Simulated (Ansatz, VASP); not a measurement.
## SiGe: VASP beside Ansatz

File INCAR:

```
PREC     = Accurate       # precision mode
ENCUT    = 520            # plane-wave cutoff, eV
EDIFF    = 1E-6           # SCF threshold, eV
ISMEAR   = 0              # smearing method
SIGMA    = 0.03           # smearing width, eV
LREAL    = False          # projectors in reciprocal space
LASPH    = True           # aspherical terms in the spheres
NELM     = 60             # most SCF steps
ALGO     = Normal         # electronic algorithm
ISIF     = 2              # what is computed and relaxed
LWAVE    = False          # write WAVECAR
LCHARG   = False          # write CHGCAR
GGA      = PS             # functional
NBANDS   = 26             # bands
```

KPOINTS

```
Automatic mesh
0
Gamma
  12 12 6
```

Contents of POSCAR:

```
SiGe
1.0
    3.9686298291      0.0000000000      0.0000000000
   -1.9843149145      3.4369342502      0.0000000000
    0.0000000000      0.0000000000      6.5557570282
Si Ge
2 2
Direct
    0.6666666667      0.3333333333      0.8745463082
    0.3333333333      0.6666666667      0.3745463082
    0.6666666667      0.3333333333      0.4771721773
    0.3333333333      0.6666666667     -0.0228278227
```

Input for Ansatz:

```yaml
crystal:
  lattice:
    - [3.9686298291, 0.0, 0.0]
    - [-1.9843149145, 3.4369342502, 0.0]
    - [0.0, 0.0, 6.5557570282]
  atoms:
    - { symbol: Si, position: [0.6666666667, 0.3333333333, 0.8745463082] }
    - { symbol: Si, position: [0.3333333333, 0.6666666667, 0.3745463082] }
    - { symbol: Ge, position: [0.6666666667, 0.3333333333, 0.4771721773] }
    - { symbol: Ge, position: [0.3333333333, 0.6666666667, -0.0228278227] }
basis:
  ecutwfc: 420
kpoints:
  mp_grid: { grid: [12, 12, 6] }
hamiltonian:
  xc: pbesol
  pseudopotentials: { kind: paw, azcp: { folder: soft_1 } }
scf:
  occupations: { method: gaussian, width: 0.03 }
output:
  forces: true
  stress: true
  eigenvalues: true
  write_density: true
  write_potential: true
  elf: true
  volumetric_format: npy
```

Alike in both runs: task single point; functional PBEsol; k mesh 12 × 12 × 6; occupations gaussian, width 0.03 eV; no spin polarisation.

|  | VASP | Ansatz |
| --- | --- | --- |
| version | VASP 6.6.1 | Ansatz 0.2.0 |
| potentials or method | VASP PAW PBE potentials, release 64 (Si, Ge_d), cutoff 520 eV | scalar-relativistic, plane waves, PAW |
| valence electrons in the cell | 36 | 36 |

Ansatz gave:

```
gap on the k mesh at the Fermi level (eV)                     : none
pressure (GPa)                                                : -3.0
traceless stress, the component that is largest in VASP (GPa) : -3.67
rms of the force components (eV/Å)                            : 0.731
```

Problem. What did VASP give for the same quantities?

Solution. gap on the k mesh at the Fermi level (eV): none; pressure (GPa): -3.0; traceless stress, the component that is largest in VASP (GPa): -3.65; rms of the force components (eV/Å): 0.730.

VASP's potentials were made for PBE, not for PBEsol, and Ansatz warns of the same on its side. Atom by atom the forces differ by 0.001 eV/Å (rms over components). A gap of «none» marks a metal or a gap that the smearing closes. The functional is the same, so the differences come from potentials, cutoffs and numerics.
